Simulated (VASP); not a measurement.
A run of VASP 6.6.1:

File INCAR:

```
PREC = Accurate
ENCUT = 520
EDIFF = 1E-6
ISMEAR = -1
SIGMA = 0.05
LREAL = F
LASPH = T
NELM = 60
ALGO = Normal
ISIF = 2
LWAVE = F
LCHARG = F
GGA = PS
NBANDS = 16
```

The input KPOINTS:

```
Automatic mesh
0
Gamma
  13 13 13
```

The input POSCAR:

```
Al2Au
1.0
    0.0000000000      3.0015817792      3.0015817792
    3.0015817792      0.0000000000      3.0015817792
    3.0015817792      3.0015817792      0.0000000000
Al Au
2 1
Direct
    0.2500000000      0.2500000000      0.2500000000
    0.7500000000      0.7500000000      0.7500000000
    0.0000000000      0.0000000000      0.0000000000
```

Potentials or basis: VASP PAW PBE potentials, release 64 (Al, Au).

The run is started by

```console
$ cat potpaw_PBE.64/Al/POTCAR potpaw_PBE.64/Au/POTCAR > POTCAR
$ mpirun -np 1 vasp_std > vasp.out
```

Hardware: 1 thread of Intel Xeon 6975P-C (shared host).

Question: How long does it take, and how much memory?

Answer: It took 52 s on 1 thread of Intel Xeon 6975P-C (shared host), peak memory 0.22 GiB. Counts: scf iterations 12, k points 84.
